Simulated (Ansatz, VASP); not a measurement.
Al8H: VASP beside Ansatz

```
CELL_PARAMETERS angstrom
5.71430 0.00000 0.00000
0.00000 8.08124 0.00000
0.00000 0.00000 22.24380
ATOMIC_POSITIONS crystal
Al 0.25000 0.25000 0.17983
Al 0.25000 0.75000 0.17983
Al 0.75000 0.25000 0.17983
Al 0.75000 0.75000 0.17983
Al 0.00000 0.00000 0.24405
Al 0.00000 0.50000 0.24405
Al 0.50000 0.00000 0.24405
Al 0.50000 0.50000 0.24405
Al 0.25000 0.25000 0.31027
Al 0.25000 0.75000 0.31027
Al 0.75000 0.25000 0.31027
Al 0.75000 0.75000 0.31027
Al 0.00000 0.00000 0.37061
Al 0.00000 0.50000 0.37061
Al 0.50000 0.00000 0.37061
Al 0.50000 0.50000 0.37061
H 0.75000 0.83604 0.39084
H 0.75000 0.16396 0.39084
```

Alike in both runs: task single point; functional PBE; k mesh 5 × 4 × 1; occupations gaussian, width 0.1 eV; no spin polarisation.

|  | VASP | Ansatz |
| --- | --- | --- |
| version | VASP 6.6.1 | Ansatz 0.2.0 |
| potentials or method | VASP PAW PBE potentials, release 64 (Al, H), cutoff 520 eV | scalar-relativistic, plane waves, PAW |
| valence electrons in the cell | 50 | 50 |

|  | VASP | Ansatz | Ansatz less VASP |
| --- | --- | --- | --- |
| gap on the k mesh at the Fermi level (eV) | none | none | - |
| rms of the force components (eV/Å) | 0.189 | 0.189 | 0.0000 |

Atom by atom the forces differ by 0.002 eV/Å (rms over components). A gap of «none» marks a metal or a gap that the smearing closes.
